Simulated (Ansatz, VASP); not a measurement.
# Ni: VASP beside Ansatz

File POSCAR:

```
Ni
1.0
    0.0000000000     -2.7660763470      0.0000000000
   -2.7660763470      0.0000000000      0.0000000000
    0.0000000000      0.0000000000     -2.7660763470
Ni
2
Direct
    0.5000000000      0.5000000000      0.5000000000
    0.0000000000      0.0000000000      0.0000000000
```

File INCAR.step1:

```
SYSTEM = Ni
ALGO = Normal
EDIFF = 1E-4
ENCUT = 520
GGA = PE
ISMEAR = 0
ISPIN = 2
LASPH = .True.
LCHARG = .False.
LMAXMIX = 4
LREAL = .False.
LWAVE = .True.
MAGMOM = 0.76 0.76
NBANDS = 21
NELM = 150
PREC = Accurate
SIGMA = 0.15
```

File INCAR.step2:

```
SYSTEM = Ni
ALGO = Normal
EDIFF = 1E-6
ENCUT = 520
ISIF = 2
ISMEAR = 0
ISPIN = 2
ISTART = 1
LASPH = .True.
LCHARG = .False.
LMAXMIX = 4
LMIXTAU = .True.
LORBIT = 11
LREAL = .False.
LWAVE = .False.
MAGMOM = 0.76 0.76
METAGGA = R2SCAN
NBANDS = 21
NELM = 150
PREC = Accurate
SIGMA = 0.15
```

File KPOINTS:

```
k-points
0
Gamma
  12 12 12
  0 0 0
```

Input for Ansatz:

```yaml
crystal:
  lattice:
    - [0.0, -2.766076344, 0.0]
    - [-2.766076344, 0.0, 0.0]
    - [0.0, 0.0, -2.766076344]
  atoms:
    - { symbol: Ni, position: [0.5, 0.5, 0.5], spin: 0.76 }
    - { symbol: Ni, position: [0.0, 0.0, 0.0], spin: 0.76 }
basis:
  ecutwfc: 500
kpoints:
  mp_grid: { grid: [12, 12, 12] }
hamiltonian:
  xc: r2scan
scf:
  occupations: { method: gaussian, width: 0.15 }
output:
  forces: true
  stress: true
  eigenvalues: true
  populations: true
  write_density: true
  write_potential: true
  elf: true
  volumetric_format: npy
magnetization:
  spin_polarized: true
```

Alike in both runs: task single point; functional r2SCAN; k mesh 12 × 12 × 12; occupations gaussian, width 0.15 eV; collinear spin.

|  | VASP | Ansatz |
| --- | --- | --- |
| version | VASP 6.6.1 | Ansatz 0.2.0 |
| potentials or method | VASP PAW PBE potentials, release 64 (Ni), cutoff 520 eV | scalar-relativistic, plane waves, PAW |
| valence electrons in the cell | 20 | 36 |

|  | VASP | Ansatz | Ansatz less VASP |
| --- | --- | --- | --- |
| gap on the k mesh at the Fermi level (eV) | none | none | - |
| pressure (GPa) | 0.3 | 0.0 | -0.31 |
| net moment per atom (μB) | 0.60 | 0.62 | +0.015 |
| size of the moment on the site where the two differ most (μB) | 0.62 | 0.67 | +0.056 |

VASP's potentials were made for PBE, not for r2SCAN. Site moments also hang on the region over which each program counts them. A gap of «none» marks a metal or a gap that the smearing closes. The functional is the same, so the differences come from potentials, cutoffs and numerics. VASP's potentials hold 20 valence electrons a cell and Ansatz's 36, so a difference there can come from the potentials and not from the codes. Ansatz's warnings: stability check not made.
